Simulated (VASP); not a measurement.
Write the native input for VASP 6.6.1 that does the following.

```yaml
Task: single point
Functional: PBEsol
Potentials_or_basis: VASP PAW PBE potentials, release 64 (Ti_sv, Al)
Cutoff: 520 eV
k_mesh: 10 × 10 × 10
Occupations: gaussian, width 0.1 eV
Spin: no spin polarisation
Dipole_correction: no
Further_INCAR_settings: ALGO = Fast; EDIFF = 1e-07; NBANDS = 27
```

The structure of TiAl2 lies in POSCAR:

```
TiAl2
1.0
    1.9662829039     -6.0750837626      0.0000000000
    1.9662829039      6.0750837626      0.0000000000
    0.0000000000      0.0000000000      4.0084940771
Ti Al
2 4
Direct
    0.6560495652      0.3439504348      0.0000000000
    0.3439504348      0.6560495652      0.0000000000
    0.0000000000      0.0000000000      0.0000000000
    0.8270885008      0.1729114992      0.5000000000
    0.1729114992      0.8270885008      0.5000000000
    0.5000000000      0.5000000000      0.5000000000
```

These files were run (other wordings do the same):

INCAR

```
SYSTEM = TiAl2
PREC = Accurate
ENCUT = 520
EDIFF = 1E-7
ISMEAR = 0
SIGMA = 0.1
LREAL = .False.
LASPH = .True.
NELM = 80
ALGO = Fast
ISIF = 2
LWAVE = .False.
LCHARG = .False.
GGA = PS
NBANDS = 27
```

KPOINTS

```
Automatic mesh
0
Gamma
  10 10 10
  0 0 0
```

Potentials or basis: VASP PAW PBE potentials, release 64 (Ti_sv, Al).

Launch:

```console
$ cat potpaw_PBE.64/Ti_sv/POTCAR potpaw_PBE.64/Al/POTCAR > POTCAR
$ mpirun -np 1 vasp_std > vasp.out
```

Results of the run:

The pressure is -2.7 GPa. The largest force is 0.027 eV/Å and the band gap on the k mesh is zero (bands 18 and 19 overlap by 1.50 eV).

Caveat: the PAW data sets were made with another functional, which shifts forces and pressure a little.

Wall time 25 min on 1 thread of Intel(R) Xeon(R) Platinum 8488C (Sapphire Rapids), on a shared host, peak memory 0.54 GiB.
